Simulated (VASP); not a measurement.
Write the native input for VASP 6.6.1 that does the following.

- Task: single point
- Functional: PBE
- Potentials or basis: VASP PAW PBE potentials, release 64 (Co)
- Cutoff: 520 eV
- k mesh: 20 × 20 × 20
- Occupations: gaussian, width 0.1 eV
- Spin: collinear spin, ferromagnetic start
- Starting moments: [1.94] μB
- Dipole correction: no
- Further INCAR settings: ALGO = Fast; EDIFF = 1e-06; NBANDS = 14

The structure of Co lies in POSCAR:

```
Co
1.0
    0.0000000000      1.7601741092      1.7601741092
    1.7601741092      0.0000000000      1.7601741092
    1.7601741092      1.7601741092      0.0000000000
Co
1
Direct
    0.0000000000      0.0000000000      0.0000000000
```

This isn't the form of Co at room conditions, which is hcp.

These files were run (other wordings do the same):

INCAR

```
SYSTEM = Co
  PREC = Accurate
  ENCUT = 520
  EDIFF = 1E-6
  ISMEAR = 0
  SIGMA = 0.1
  LREAL = .False.
  LASPH = .True.
  NELM = 150
  ALGO = Fast
  ISIF = 2
  LWAVE = .False.
  LCHARG = .False.
  ISPIN = 2
  MAGMOM = 1.94
  LORBIT = 11
  LMAXMIX = 4
  GGA = PE
  NBANDS = 14
```

KPOINTS

```
regular mesh
0
Gamma
  20 20 20
  0 0 0
```

Potentials or basis: VASP PAW PBE potentials, release 64 (Co).

The run is started by

```console
$ cat potpaw_PBE.64/Co/POTCAR > POTCAR
$ mpirun -np 1 vasp_std > vasp.out
```

Results of the run:

```yaml
Pressure: -0.8 GPa
Net_moment: 1.64 μB per cell
Site_moments: Co +1.65 μB
Valence_electrons_inside_the_program's_atomic_spheres: Co 8.26
```

It took 48 s on 1 thread of AMD EPYC 9R45 96-Core Processor (Zen 5), with other jobs on the host, peak memory 0.15 GiB.
